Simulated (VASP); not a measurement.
# SrCl2 (R3m) in VASP: further runs

SrCl2 is run at these levels: PBE, PBE+D4; tasks: single point.

All numbers are computed with VASP 6.6.1; they aren't measurements. Logs are shortened: lines on timing, memory, paths and dates and some standing lists are left out, and cuts for length are marked.

**1. The cell of the first run**

It takes space group R3m (No. 160, trigonal). Conventional cell: a = 4.171 Å, b = 4.171 Å, c = 18.405 Å, α = 90.00°, β = 90.00°, γ = 120.00°. Sr (site symmetry 3m) has 6 Cl at 2.92 Å within 3.8 Å. Cl (site symmetry 3m) has 3 Sr at 2.92 Å and 4 Cl at 3.30 to 3.72 Å within 3.8 Å. Cl (site symmetry 3m) has 3 Sr at 2.92 Å and 4 Cl at 3.30 to 3.72 Å within 3.8 Å.

**2. Single point, PBE**

The input, INCAR:

```
PREC = Accurate
ENCUT = 520
EDIFF = 1E-7
ISMEAR = 0
SIGMA = 0.01
LREAL = False
LASPH = True
NELM = 100
ALGO = Normal
ISIF = 2
LWAVE = False
LCHARG = False
GGA = PE
NBANDS = 19
```

The input, KPOINTS:

```
Automatic mesh
0
Gamma
  4 4 4
```

The input, POSCAR:

```
SrCl2
1.0
    2.0857437515      1.2042047164      6.1350485037
   -2.0857437515      1.2042047164      6.1350485037
    0.0000000000     -2.4084094327      6.1350485037
Sr Cl
1 2
Direct
    0.0002014278      0.0002014278      0.0002014278
    0.4227725643      0.4227725643      0.4227725643
    0.2436926746      0.2436926746      0.2436926746
```

Potentials or basis: VASP PAW PBE potentials, release 64 (Sr_sv, Cl).

Run with:

```sh
$ cat potpaw_PBE.64/Sr_sv/POTCAR potpaw_PBE.64/Cl/POTCAR > POTCAR
$ mpirun -np 1 vasp_std > vasp.out
```

OUTCAR:

```text
PREC = Accurate
   ENCUT = 520
   EDIFF = 1E-7
   ISMEAR = 0
   LREAL = False
   LASPH = True
   NELM = 100
   ISIF = 2
   GGA = PE

 ion  position               nearest neighbor table
   1  0.000  0.000  0.000-   2 2.92   2 2.92   2 2.92   3 2.92   3 2.92   3 2.92
   2  0.423  0.423  0.423-   1 2.92   1 2.92   1 2.92
   3  0.244  0.244  0.244-   1 2.92   1 2.92   1 2.92

  LATTYP: Found a trigonal (rhomboedric) cell.
 ALAT       =     6.5908463902
 COS(alpha) =     0.7997052720

  Lattice vectors:

 A1 = (   2.0857437515,   1.2042047164,   6.1350485037)
 A2 = (  -2.0857437515,   1.2042047164,   6.1350485037)
 A3 = (   0.0000000000,  -2.4084094327,   6.1350485037)

Analysis of symmetry for initial positions (statically):
=====================================================================
 Subroutine PRICEL returns:
 Original cell was already a primitive cell.

 Routine SETGRP: Setting up the symmetry group for a
 trigonal (rhombohedral) supercell.

 Subroutine GETGRP returns: Found  6 space group operations
 (whereof  6 operations were pure point group operations)
 out of a pool of 12 trial point group operations.

The static configuration has the point symmetry C_3v.

Analysis of symmetry for dynamics (positions and initial velocities):
=====================================================================
 Subroutine PRICEL returns:
 Original cell was already a primitive cell.

 Routine SETGRP: Setting up the symmetry group for a
 trigonal (rhombohedral) supercell.

 Subroutine GETGRP returns: Found  6 space group operations
 (whereof  6 operations were pure point group operations)
 out of a pool of 12 trial point group operations.

The dynamic configuration has the point symmetry C_3v.

 Subroutine INISYM returns: Found  6 space group operations
 (whereof  6 operations are pure point group operations),
 and found     1 'primitive' translations

----------------------------------------------------------------------------------------

                                     Primitive cell

  volume of cell :      92.4550

  direct lattice vectors                    reciprocal lattice vectors
     2.085743751  1.204204716  6.135048504     0.239722641  0.138403931  0.054332632
    -2.085743751  1.204204716  6.135048504    -0.239722641  0.138403931  0.054332632
     0.000000000 -2.408409433  6.135048504     0.000000000 -0.276807862  0.054332632

  length of vectors
     6.590846390  6.590846390  6.590846390     0.282089751  0.282089751  0.282089751

  position of ions in fractional coordinates (direct lattice)
     0.000201428  0.000201428  0.000201428
     0.422772564  0.422772564  0.422772564
     0.243692675  0.243692675  0.243692675

  ion indices of the primitive-cell ions
   primitive index   ion index
                 1           1
                 2           2
                 3           3

----------------------------------------------------------------------------------------

 KPOINTS: Automatic mesh

Automatic generation of k-mesh.
 Grid dimensions read from file:
 generate k-points for:    4    4    4

 Generating k-lattice:

  Cartesian coordinates                     Fractional coordinates (reciprocal lattice)
     0.059930660  0.034600983  0.013583158     0.250000000 -0.000000000  0.000000000
    -0.059930660  0.034600983  0.013583158    -0.000000000  0.250000000  0.000000000
     0.000000000 -0.069201966  0.013583158     0.000000000  0.000000000  0.250000000

  Length of vectors
     0.070522438  0.070522438  0.070522438

  Shift w.r.t. Gamma in fractional coordinates (k-lattice)
     0.000000000  0.000000000  0.000000000

 Subroutine IBZKPT returns following result:
 ===========================================

 Found     13 irreducible k-points:

 Following reciprocal coordinates:
            Coordinates               Weight
  0.000000  0.000000  0.000000      1.000000
  0.250000 -0.000000  0.000000      6.000000
  0.500000 -0.000000  0.000000      3.000000
  0.250000  0.250000  0.000000      6.000000
  0.500000  0.250000  0.000000     12.000000
 -0.250000  0.250000  0.000000      6.000000
  0.500000  0.500000  0.000000      3.000000
  0.250000  0.250000  0.250000      2.000000
  0.500000  0.250000  0.250000      6.000000
 -0.250000  0.250000  0.250000      6.000000
  0.500000  0.500000  0.250000      6.000000
 -0.250000  0.500000  0.250000      6.000000
  0.500000  0.500000  0.500000      1.000000
   k-points           NKPTS =     13   k-points in BZ     NKDIM =     13   number of bands    NBANDS=     19
   number of dos      NEDOS =    301   number of ions     NIONS =      3
   total plane-waves  NPLWV = 125000
   dimension x,y,z NGX =    50 NGY =   50 NGZ =   50
   dimension x,y,z NGXF=   100 NGYF=  100 NGZF=  100
   ions per type =               1   2
   NGX,Y,Z   is equivalent  to a cutoff of  12.61, 12.61, 12.61 a.u.
   NGXF,Y,Z  is equivalent  to a cutoff of  25.22, 25.22, 25.22 a.u.
 SYSTEM =  unknown system
   PREC   = accura    normal or accurate (medium, high low for compatibility)
   ISTART =      0    job   : 0-new  1-cont  2-samecut
   ICHARG =      2    charge: 1-file 2-atom 10-const
   ISPIN  =      1    spin polarized calculation?
   LNONCOLLINEAR =      F non collinear calculations
   LSORBIT =      F    spin-orbit coupling
   LASPH  =      T    aspherical Exc in radial PAW
   ENCUT  =  520.0 eV  38.22 Ry    6.18 a.u.  12.25 12.25 12.25*2*pi/ulx,y,z
   NELM   =    100;   NELMIN=  2; NELMDL= -5     # of ELM steps
   EDIFF  = 0.1E-06   stopping-criterion for ELM
   LREAL  =      F    real-space projection
   EDIFFG = 0.1E-05   stopping-criterion for IOM
   NSW    =      0    number of steps for IOM
   IBRION =     -1    ionic relax: 0-MD 1-quasi-New 2-CG
   NFREE  =      0    steps in history (QN), initial steepest desc. (CG)
   ISIF   =      2    stress and relaxation
   ISYM   =      2    0-nonsym 1-usesym 2-fastsym
   POTIM  = 0.5000    time-step for ionic-motion
   TEBEG  =    0.0;   TEEND  =   0.0 temperature during run
   PSTRESS=    0.0 pullay stress
   NELECT =      24.0000    total number of electrons
   NUPDOWN=      -1.0000    fix difference up-down
   EMIN   =  10.00;   EMAX   =-10.00  energy-range for DOS
   EFERMI =   0.00;   METHOD = LEGACY
   ISMEAR =     0;   SIGMA  =   0.01  broadening in eV -4-tet -1-fermi 0-gaus
   EFERMI_NEDOS =   21; number of points for ismear=-14 and -15
   IALGO  =     38    algorithm
   IMIX   =      4    mixing-type and parameters
     AMIX     =   0.40;   BMIX     =  1.00
     AMIX_MAG =   1.60;   BMIX_MAG =  1.00
  volume/ion in A,a.u.               =      30.82       207.97
  Fermi-wavevector in a.u.,A,eV,Ry     =   1.044324  1.973485 14.838673  1.090612
  Thomas-Fermi vector in A             =   2.179071
   LORBIT       =      0    0 simple, 1 ext, 2 COOP (PROOUT), +10 PAW based schemes
   GGA     = PE    functional components
   LHFCALC =     F    Hartree Fock is set to
   AEXX    =    0.0000 exact exchange contribution
   IVDW    =     0    specifies the selected vdW correction
   LEPSILON=     F    determine dielectric tensor
   LRPA    =     F    only Hartree local field effects (RPA)
 non-spin polarized calculation
 Gauss-broadening in eV      SIGMA  =   0.01
  energy-cutoff  :      520.00
  volume of cell :       92.46
 maximum number of plane-waves:      2531
 NGX is ok and might be reduce to    50
   NGX = 25   NGY = 25   NGZ = 25

 number of electron      23.9999999 magnetization

 Free energy of the ion-electron system (eV)
  ---------------------------------------------------
  ext. energy  EPLUGINS =         0.00000000
  ---------------------------------------------------
  free energy    TOTEN  =       -12.16471599 eV

  energy without entropy =      -12.16471599  energy(sigma->0) =      -12.16471599

 E-fermi :  -0.1375     XC(G=0):  -7.8894

 val. band max:       -0.2259082625   @ k =   0.0000   0.0000   0.0000
 cond. band min:       4.1257544159   @ k =   0.0000   0.0000   0.0000
 fundamental gap:      4.3516626784
 Fermi energy:        -0.1375042151

 k-point     1 :       0.0000    0.0000    0.0000
  band No.  band energies     occupation
      1     -33.5290      2.00000
      2     -15.7508      2.00000
      3     -15.5041      2.00000
      4     -15.5041      2.00000
      5     -13.5521      2.00000
      6     -12.7262      2.00000
[... 11 lines left out ...]
     18       6.7632      0.00000
     19       7.7383      0.00000

 k-point     2 :       0.2500   -0.0000    0.0000
  band No.  band energies     occupation
      1     -33.5209      2.00000
      2     -15.7573      2.00000
      3     -15.6456      2.00000
      4     -15.5336      2.00000
      5     -13.2699      2.00000
      6     -12.8755      2.00000
[... 11 lines left out ...]
     18       7.3907      0.00000
     19       9.2679      0.00000

 k-point     3 :       0.5000   -0.0000    0.0000
  band No.  band energies     occupation
      1     -33.5127      2.00000
      2     -15.9646      2.00000
      3     -15.5627      2.00000
      4     -15.5289      2.00000
      5     -13.0409      2.00000
      6     -13.0250      2.00000
[... 11 lines left out ...]
     18       7.9576      0.00000
     19       9.1100      0.00000

 k-point     4 :       0.2500    0.2500    0.0000
  band No.  band energies     occupation
      1     -33.5209      2.00000
      2     -15.7560      2.00000
      3     -15.6480      2.00000
      4     -15.5337      2.00000
      5     -13.2491      2.00000
      6     -12.8979      2.00000
[... 165 lines left out ...]
     18       7.4391      0.00000
     19       8.7860      0.00000

 k-point    12 :      -0.2500    0.5000    0.2500
  band No.  band energies     occupation
      1     -33.5127      2.00000
      2     -15.9142      2.00000
      3     -15.6186      2.00000
      4     -15.5326      2.00000
      5     -13.1004      2.00000
      6     -12.9590      2.00000
[... 11 lines left out ...]
     18       8.3699      0.00000
     19       9.5059      0.00000

 k-point    13 :       0.5000    0.5000    0.5000
  band No.  band energies     occupation
      1     -33.5290      2.00000
      2     -15.7706      2.00000
      3     -15.5041      2.00000
      4     -15.5041      2.00000
      5     -13.3712      2.00000
      6     -12.9095      2.00000
[... 11 lines left out ...]
     18       6.8528      0.00000
     19       6.8528      0.00000

------------------------ aborting loop because EDIFF is reached ----------------------------------------

  FORCE on cell =-STRESS in cart. coord.  units (eV):
  Direction    XX          YY          ZZ          XY          YZ          ZX
  --------------------------------------------------------------------------------------
  -------------------------------------------------------------------------------------
  Total        0.7635749      0.7635749      0.7265464      0.0000000      0.0000000      0.0000000
  in kB       13.2321897     13.2321897     12.5905132      0.0000000      0.0000000      0.0000000
  external PRESSURE =      13.0182975 kB  Pullay stress =       0.0000000 kB

 VOLUME and BASIS-vectors are now :
 -----------------------------------------------------------------------------
  energy-cutoff  :      520.00
  volume of cell :       92.46
      direct lattice vectors                 reciprocal lattice vectors
     2.085743751  1.204204716  6.135048504     0.239722641  0.138403931  0.054332632
    -2.085743751  1.204204716  6.135048504    -0.239722641  0.138403931  0.054332632
     0.000000000 -2.408409433  6.135048504     0.000000000 -0.276807862  0.054332632

 POSITION                                       TOTAL-FORCE (eV/Angst)
 -----------------------------------------------------------------------------------
      0.00000      0.00000      0.00371         0.000000     -0.000000     -0.003605
      0.00000      0.00000      7.78119         0.000000     -0.000000     -0.000598
      0.00000      0.00000      4.48520         0.000000      0.000000      0.004204
 -----------------------------------------------------------------------------------
    total drift:                               -0.000000      0.000000     -0.000071

  FREE ENERGIE OF THE ION-ELECTRON SYSTEM (eV)
  ---------------------------------------------------
  free  energy   TOTEN  =       -12.1647159894 eV

  energy  without entropy=      -12.1647159894  energy(sigma->0) =      -12.16471599
```

Wall time 1.9 min (1 thread of Intel Xeon Platinum 8375C at 2.90GHz (Ice Lake), shared host); peak memory 0.34 GiB.

What came out:

- Free energy: -12.1647 eV
- Pressure: 1.3 GPa
- Largest force: 0.004 eV/Å
- Band gap on the k mesh: 4.35 eV

Forces in eV/Å, atoms in the order of the input:
```
Sr   0.000  0.000 -0.004
Cl   0.000  0.000 -0.001
Cl   0.000  0.000  0.004
```

Levels at points of the mesh, in eV from the valence-band top:
| k point | band 10 | band 11 | band 12 | band 13 | band 14 | band 15 |
| --- | --- | --- | --- | --- | --- | --- |
| (0.00, 0.00, 0.00) | -1.08 | -1.08 | 0.00 | 4.35 | 6.23 | 6.48 |
| (0.50, 0.00, 0.00) | -1.41 | -1.01 | -0.35 | 4.59 | 6.84 | 7.49 |
| (0.50, 0.50, 0.00) | -1.29 | -1.21 | -0.65 | 4.50 | 6.82 | 7.49 |
| (0.50, 0.50, 0.50) | -1.04 | -0.93 | -0.93 | 5.15 | 5.87 | 6.35 |

Caveat: the k points lie up to 0.44 Å⁻¹ apart. A k mesh can miss the band edges.

**3. Single point, PBE**

The input, INCAR:

```
SYSTEM = SrCl2
ALGO = Normal
EDIFF = 1E-6
ENCUT = 520
GGA = PE
ISIF = 2
ISMEAR = 0
LASPH = .TRUE.
LCHARG = .FALSE.
LREAL = .FALSE.
LWAVE = .FALSE.
NBANDS = 19
NELM = 60
PREC = Accurate
SIGMA = 0.01
```

The input, KPOINTS:

```
k-points
0
G
  4 4 4
  0 0 0
```

POSCAR is that of step 2.

Potentials or basis: VASP PAW PBE potentials, release 64 (Sr_sv, Cl).

Run with:

```sh
$ cat potpaw_PBE.64/Sr_sv/POTCAR potpaw_PBE.64/Cl/POTCAR > POTCAR
$ mpirun -np 1 vasp_std > vasp.out
```

Run time: 84 s. Hardware: 1 thread of Intel Xeon Platinum 8375C at 2.90GHz (Ice Lake), shared host; peak memory 0.33 GiB.

The run converged. Its results:

```yaml
Free_energy: -12.1647 eV
Pressure: 1.3 GPa
Largest_force: 0.004 eV/Å
Band_gap_on_the_k_mesh: 4.35 eV
```

Forces in eV/Å, atoms in the order of the input:
```
Sr   0.000  0.000 -0.004
Cl   0.000  0.000 -0.001
Cl   0.000  0.000  0.004
```

Levels at points of the mesh, in eV from the valence-band top:
```tsv
k point	band 10	band 11	band 12	band 13	band 14	band 15
(0.00, 0.00, 0.00)	-1.08	-1.08	0.00	4.35	6.23	6.48
(0.50, 0.00, 0.00)	-1.41	-1.01	-0.35	4.59	6.84	7.49
(0.50, 0.50, 0.00)	-1.29	-1.21	-0.65	4.50	6.82	7.49
(0.50, 0.50, 0.50)	-1.04	-0.93	-0.93	5.15	5.87	6.35
```

Caveat: the k points lie up to 0.44 Å⁻¹ apart.

**4. Single point, PBE+D4**

This run uses another cell than the first one, of 31.38 Å³/atom.

The input, INCAR:

```
SYSTEM = SrCl2
PREC = Accurate
ENCUT = 520
EDIFF = 1E-6
ISMEAR = -1
SIGMA = 0.02
LREAL = .False.
LASPH = .True.
NELM = 100
ALGO = Normal
ISIF = 2
LWAVE = .False.
LCHARG = .False.
GGA = PE
IVDW = 13
NBANDS = 19
```

The input, KPOINTS:

```
regular mesh
0
Gamma
  6 6 6
  0 0 0
```

The input, POSCAR:

```
SrCl2
1.0
    2.0995935784      1.2122009177      6.1642904757
   -2.0995935784      1.2122009177      6.1642904757
    0.0000000000     -2.4244018354      6.1642904757
Sr Cl
1 2
Direct
    0.0001777412      0.0001777412      0.0001777412
    0.4220976937      0.4220976937      0.4220976937
    0.2443912319      0.2443912319      0.2443912319
```

Run with:

```sh
$ cat potpaw_PBE.64/Sr_sv/POTCAR potpaw_PBE.64/Cl/POTCAR > POTCAR
$ mpirun -np 1 vasp_std > vasp.out
```

Wall time 3.4 min (1 thread of Intel Xeon Platinum 8375C at 2.90GHz (Ice Lake), shared host); peak memory 0.36 GiB.

The run converged. Its results:

| Quantity | Value |
| --- | --- |
| Free energy | -12.6924 eV |
| Pressure | 0.1 GPa |
| Largest force | 0.024 eV/Å |
| Band gap on the k mesh | 4.31 eV |
| Dispersion energy per atom | -0.172 eV |

Forces in eV/Å, atoms in the order of the input:
```
Sr   0.000  0.000 -0.002
Cl   0.000  0.000  0.024
Cl   0.000  0.000 -0.023
```

Levels at points of the mesh, in eV from the valence-band top:
| k point | band 9 | band 10 | band 11 | band 12 | band 13 | band 14 | band 15 | band 16 |
| --- | --- | --- | --- | --- | --- | --- | --- | --- |
| (0.00, 0.00, 0.00) | -1.22 | -1.08 | -1.08 | 0.00 | 4.31 | 6.22 | 6.46 | 6.46 |
| (0.50, 0.00, 0.00) | -1.46 | -1.41 | -1.04 | -0.34 | 4.60 | 6.80 | 7.41 | 7.99 |
| (0.50, 0.50, 0.00) | -1.47 | -1.29 | -1.21 | -0.62 | 4.51 | 6.79 | 7.42 | 7.90 |
| (0.50, 0.50, 0.50) | -1.34 | -0.99 | -0.94 | -0.94 | 5.09 | 5.89 | 6.34 | 6.34 |
